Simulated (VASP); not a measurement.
Input of a VASP 6.6.1 run:

INCAR

```
SYSTEM = WS2
PREC = Accurate
ENCUT = 520
EDIFF = 1E-6
ISMEAR = 0
SIGMA = 0.05
LREAL = .FALSE.
LASPH = .TRUE.
NELM = 60
ALGO = Normal
ISIF = 2
LWAVE = .FALSE.
LCHARG = .FALSE.
GGA = PS
IVDW = 12
NBANDS = 20
```

The input KPOINTS:

```
Automatic mesh
0
G
  12 12 2
  0 0 0
```

File POSCAR:

```
WS2
1.0
    3.1239380587      0.0000000000      0.0000000000
   -1.5619690294      2.7054097187      0.0000000000
    0.0000000000      0.0000000000     16.9375357456
W S
1 2
Direct
    0.3333333333      0.6666666667      0.0004036076
    0.6423383994      0.3333333333      0.9059939784
    0.6909949339      0.3333333333      0.0916916354
```

Potentials or basis: VASP PAW PBE potentials, release 64 (W_sv, S).

The run is started by

```sh
$ cat potpaw_PBE.64/W_sv/POTCAR potpaw_PBE.64/S/POTCAR > POTCAR
$ mpirun -np 1 vasp_std > vasp.out
```

Task: Estimate the largest force.

Result: 1.020 eV/Å.

Task: What does it give for the dispersion energy per atom?

Result: -0.253 eV.

Forces in eV/Å, atoms in the order of the input:
```
W    0.101  0.100 -0.913
S    0.746 -0.045  0.347
S   -0.847 -0.055  0.566
```

Caveat: the cell differs from its parent crystal (atoms displaced along a vibrational mode); the PAW data sets were made with another functional, which shifts forces and pressure a little.
